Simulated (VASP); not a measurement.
# FeNi: single point with r2SCAN

FeNi:

```
Fe Ni
1.0
     2.51294    0.00000    0.00000
     0.00000    2.51294    0.00000
     0.00000    0.00000    3.53483
Fe Ni
1 1
Direct
  0.00000 0.00000 0.00000
  0.50000 0.50000 0.50000
```

```yaml
Program: VASP 6.6.1
Task: single point
Functional: r2SCAN
Potentials_or_basis: VASP PAW PBE potentials, release 64 (Fe, Ni)
Cutoff: 520 eV
k_mesh: 16 × 16 × 12
Occupations: gaussian, width 0.1 eV
Spin: collinear spin, ferromagnetic start
Starting_moments: "[3.24, 0.78] μB"
```

The pressure is 0.1 GPa, the net moment is 3.52 μB per cell and the site moments are Fe +2.91; Ni +0.67 μB. The valence electrons inside the program's atomic spheres are Fe 7.17; Ni 9.44.

Stress tensor (GPa, compression positive):
```
-0.01  0.00  0.00
 0.00 -0.01  0.00
 0.00  0.00  0.17
```

Levels at points of the mesh, in eV from the Fermi level:
Spin up:
| k point | band 9 | band 10 | band 11 | band 12 | band 13 | band 14 |
| --- | --- | --- | --- | --- | --- | --- |
| (0.00, 0.00, 0.00) | -1.18 | -1.03 | -1.03 | 2.52 | 9.44 | 15.01 |
| (0.50, 0.00, 0.00) | -2.11 | -1.79 | 0.43 | 0.69 | 11.72 | 11.81 |
| (0.50, 0.50, 0.00) | -1.03 | -1.02 | 2.42 | 2.42 | 9.10 | 9.51 |
| (0.00, 0.00, 0.50) | -2.12 | -1.98 | -1.98 | -1.35 | 19.42 | 19.42 |
| (0.50, 0.00, 0.50) | -1.23 | -1.21 | -0.44 | -0.37 | 5.59 | 6.10 |
| (0.50, 0.50, 0.50) | -1.17 | -1.02 | 7.84 | 7.84 | 7.89 | 7.89 |
Spin down:
```
           k point  band 6  band 7  band 8  band 9  band 10  band 11
(0.00, 0.00, 0.00)   -0.75   -0.62    0.79    2.01     2.01     2.29
(0.50, 0.00, 0.00)   -1.40   -0.80   -0.74    1.45     1.58     1.74
(0.50, 0.50, 0.00)    1.04    1.68    1.68    2.13     2.13     2.22
(0.00, 0.00, 0.50)   -1.02   -1.02   -0.57    0.79     1.19     1.19
(0.50, 0.00, 0.50)   -0.79   -0.79   -0.34    0.87     1.96     2.06
(0.50, 0.50, 0.50)   -1.62   -0.62    0.73    1.82     2.67     8.41
```

It took 15 min on 1 thread of AMD EPYC 9R45 (Zen 5) (shared host), peak memory 0.28 GiB.

Caveat: the PAW data sets were made with another functional, which shifts forces and pressure a little.
